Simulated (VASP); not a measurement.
Zn3AsN: single point with PBE

Crystal: Zn3AsN.

```
Zn As N
1.0
     4.17341    0.00000    0.00000
     0.00000    4.17341    0.00000
     0.00000    0.00000    4.17341
Zn As N
3 1 1
Direct
  0.00000 0.50000 0.50000
  0.50000 0.00000 0.50000
  0.50000 0.50000 0.00000
  0.00000 0.00000 0.00000
  0.50000 0.50000 0.50000
```

```json
{
  "Program": "VASP 6.6.1",
  "Task": "single point",
  "Functional": "PBE",
  "Potentials or basis": "VASP PAW PBE potentials, release 64 (Zn, As, N)",
  "Cutoff": "520 eV",
  "k mesh": "8 × 8 × 8",
  "Occupations": "fermi-dirac, width 0.15 eV",
  "Spin": "no spin polarisation",
  "Dipole correction": "no",
  "Further INCAR settings": "ALGO = Normal; EDIFF = 1e-07; NBANDS = 31"
}
```

The pressure is 0.5 GPa and the band gap on the k mesh is zero (band 23 reaches 3.98 eV, above the bottom of band 24 at 3.65 eV).

Levels at points of the mesh, in eV from the Fermi level:
```tsv
k point	band 20	band 21	band 22	band 23	band 24	band 25	band 26	band 27
(0.00, 0.00, 0.00)	-5.11	-0.73	-0.73	-0.73	-0.40	0.14	0.14	7.12
(0.50, 0.00, 0.00)	-4.05	-4.04	-0.91	-0.91	1.45	2.66	3.28	4.64
(0.50, 0.50, 0.00)	-3.43	-0.91	-0.69	-0.69	0.16	1.26	3.46	3.46
(0.50, 0.50, 0.50)	-4.37	-4.14	-4.14	-4.14	3.51	3.51	3.51	6.11
```

Wall time 63 s on 1 thread of Intel(R) Xeon(R) Platinum 8488C (Sapphire Rapids), on a shared host, peak memory 0.21 GiB.
